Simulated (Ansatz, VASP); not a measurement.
**Two plane-wave programs on SrO**

The input INCAR:

```
  PREC = Accurate
  ENCUT = 520
  EDIFF = 1E-6
  ISMEAR = 0
  SIGMA = 0.05
  LREAL = False
  LASPH = True
  NELM = 80
  ALGO = Normal
  ISIF = 2
  LWAVE = False
  LCHARG = False
  GGA = PE
  NBANDS = 15
```

The input KPOINTS:

```
regular mesh
0
Gamma
  8 8 8
```

POSCAR

```
SrO
1.0
    0.0000000000      2.5055550000      2.5055550000
    2.5055550000      0.0000000000      2.5055550000
    2.5055550000      2.5055550000      0.0000000000
Sr O
1 1
Direct
    0.0000000000      0.0000000000      0.0000000000
    0.5000000000      0.5000000000      0.5000000000
```

Input for Ansatz:

```yaml
crystal:
  lattice:
    - [0.0, 2.505555, 2.505555]
    - [2.505555, 0.0, 2.505555]
    - [2.505555, 2.505555, 0.0]
  atoms:
    - { symbol: Sr, position: [0.0, 0.0, 0.0] }
    - { symbol: O, position: [0.5, 0.5, 0.5] }
basis:
  ecutwfc: 420
kpoints:
  mp_grid: { grid: [8, 8, 8] }
hamiltonian:
  xc: pbe
scf:
  occupations: { method: gaussian, width: 0.05 }
output:
  forces: true
  stress: true
  eigenvalues: true
  write_density: true
  write_potential: true
  elf: true
  volumetric_format: npy
```

Change from the starting cell: strain -0.025 along x and y, -0.025 along z, atoms carried along.

Alike in both runs: task single point; functional PBE; k mesh 8 × 8 × 8; occupations gaussian, width 0.05 eV; no spin polarisation.

```csv
,VASP,Ansatz
version,VASP 6.6.1,Ansatz 0.2.0
potentials or method,"VASP PAW PBE potentials, release 64 (Sr_sv, O), cutoff 520 eV","scalar-relativistic, plane waves, PAW"
valence electrons in the cell,16,16
```

```tsv
	VASP	Ansatz	Ansatz less VASP
gap on the k mesh at the Fermi level (eV)	3.20	3.26	+0.058
least direct gap on the mesh (eV)	3.23	3.28	+0.045
pressure (GPa)	12.5	11.7	-0.84
```

With one functional, cell and mesh, what is left measures potentials, basis and numerics.
